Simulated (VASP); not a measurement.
Set up this calculation in VASP 6.6.1, as the native input.

```yaml
Task: single point
Functional: PBEsol
Potentials_or_basis: VASP PAW PBE potentials, release 64 (Sr_sv)
Cutoff: 520 eV
k_mesh: 15 × 15 × 15
Occupations: fermi-dirac, width 0.1 eV
Spin: no spin polarisation
Dipole_correction: no
Further_INCAR_settings: ALGO = Normal; EDIFF = 1e-06; NBANDS = 11
```

The structure of Sr lies in POSCAR:

```
Sr
1.0
    0.0000000000      2.8430847953      2.8430847953
    2.8430847953      0.0000000000      2.8430847953
    2.8430847953      2.8430847953      0.0000000000
Sr
1
Direct
    0.0000000000      0.0000000000      0.0000000000
```

The input as run:

INCAR

```
ALGO = Normal
EDIFF = 1E-6
ENCUT = 520
GGA = PS
ISIF = 2
ISMEAR = -1
LASPH = T
LCHARG = F
LREAL = F
LWAVE = F
NBANDS = 11
NELM = 60
PREC = Accurate
SIGMA = 0.1
```

KPOINTS

```
k-points
0
Gamma
  15 15 15
```

Potentials or basis: VASP PAW PBE potentials, release 64 (Sr_sv).

Launch:

```bash
$ cat potpaw_PBE.64/Sr_sv/POTCAR > POTCAR
$ mpirun -np 1 vasp_std > vasp.out
```

It gave:

The pressure is 1.9 GPa.

Caveat: the PAW data sets were made with another functional, which shifts forces and pressure a little.

Wall time 36 s on 1 thread of Intel(R) Xeon(R) 6975P-C (Granite Rapids), on a shared host, peak memory 0.21 GiB.
